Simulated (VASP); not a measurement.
Write the native input for VASP 6.6.1 that does the following.

```
Task                   : single point
Functional             : BLYP
Potentials or basis    : VASP PAW PBE potentials, release 64 (Re)
Cutoff                 : 520 eV
k mesh                 : 21 × 21 × 12
Occupations            : fermi-dirac, width 0.1 eV
Spin                   : no spin polarisation
Dipole correction      : no
Further INCAR settings : ALGO = Normal; EDIFF = 1e-06; NBANDS = 14
```

The structure of Re lies in POSCAR:

```
Re
1.0
    2.8150812201      0.0000000000      0.0000000000
   -1.4075406101      2.4379318503      0.0000000000
    0.0000000000      0.0000000000      4.5258909785
Re
2
Direct
    0.3333333333      0.6666666667      0.2500000000
    0.6666666667      0.3333333333      0.7500000000
```

The input as run:

INCAR

```
AGGAC = 1.0
AGGAX = 1.0
ALDAC = 0.0
ALDAX = 1.0
ALGO = Normal
EDIFF = 1E-6
ENCUT = 520
GGA = B5
ISIF = 2
ISMEAR = -1
LASPH = T
LCHARG = F
LREAL = F
LWAVE = F
NBANDS = 14
NELM = 60
PREC = Accurate
SIGMA = 0.1
```

KPOINTS

```
k-points
0
Gamma
  21 21 12
```

Potentials or basis: VASP PAW PBE potentials, release 64 (Re).

Run with:

```console
$ cat potpaw_PBE.64/Re/POTCAR > POTCAR
$ mpirun -np 1 vasp_std > vasp.out
```

It gave:

```yaml
Pressure: 1.8 GPa
Band_gap_on_the_k_mesh: zero (bands 7 and 8 overlap by 3.27 eV)
```

Caveat: the PAW data sets were made with another functional, which shifts forces and pressure a little; spin-orbit coupling is left out, which moves the levels of the heavy elements.

It took 54 s on 1 thread of Intel(R) Xeon(R) 6975P-C (Granite Rapids), with other jobs on the host, peak memory 0.25 GiB.
